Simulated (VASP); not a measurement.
Input of a VASP 6.6.1 run:

INCAR

```
  PREC = Accurate
  ENCUT = 520
  EDIFF = 1E-6
  ISMEAR = 0
  SIGMA = 0.1
  LREAL = F
  LASPH = T
  NELM = 100
  ALGO = Normal
  ISIF = 2
  LWAVE = F
  LCHARG = F
  GGA = PE
  NBANDS = 27
```

Contents of KPOINTS:

```
regular mesh
0
Gamma
  3 3 4
```

The input POSCAR:

```
MgC8
1.0
    5.9953425700      0.0000000000      0.0000000000
   -2.9976712800      5.1921189700      0.0000000000
    0.0000000000      0.0000000000      3.8450196800
Mg C
1 8
Direct
    0.0000000000      0.0000000000      0.5000000000
    0.6583097000      0.0000000000      0.5000000000
    0.0000000000      0.6583097000      0.5000000000
    0.3416903000      0.3416903000      0.5000000000
    0.3416903000      0.0000000000      0.5000000000
    0.0000000000      0.3416903000      0.5000000000
    0.6583097000      0.6583097000      0.5000000000
    0.3333333300      0.6666666700      0.5000000000
    0.6666666700      0.3333333300      0.5000000000
```

Potentials or basis: VASP PAW PBE potentials, release 64 (Mg, C).

Launch:

```sh
$ cat potpaw_PBE.64/Mg/POTCAR potpaw_PBE.64/C/POTCAR > POTCAR
$ mpirun -np 1 vasp_std > vasp.out
```

Estimate the band gap on the k mesh.

zero (band 17 reaches 3.07 eV, above the bottom of band 18 at 0.99 eV).

Predict the pressure.

-9.1 GPa.

Estimate the largest force.

3.473 eV/Å.

Forces in eV/Å, atoms in the order of the input:
```
Mg   0.000  0.000  0.000
C   -3.473  0.000  0.000
C    1.737 -3.008  0.000
C    1.737  3.008  0.000
C    3.473  0.000  0.000
C   -1.737  3.008  0.000
C   -1.737 -3.008  0.000
C    0.000  0.000  0.000
C    0.000  0.000  0.000
```

Caveat: the k points lie up to 0.41 Å⁻¹ apart; forces of over 1 eV/Å act on the atoms, so gaps and moduli don't describe the material at rest.
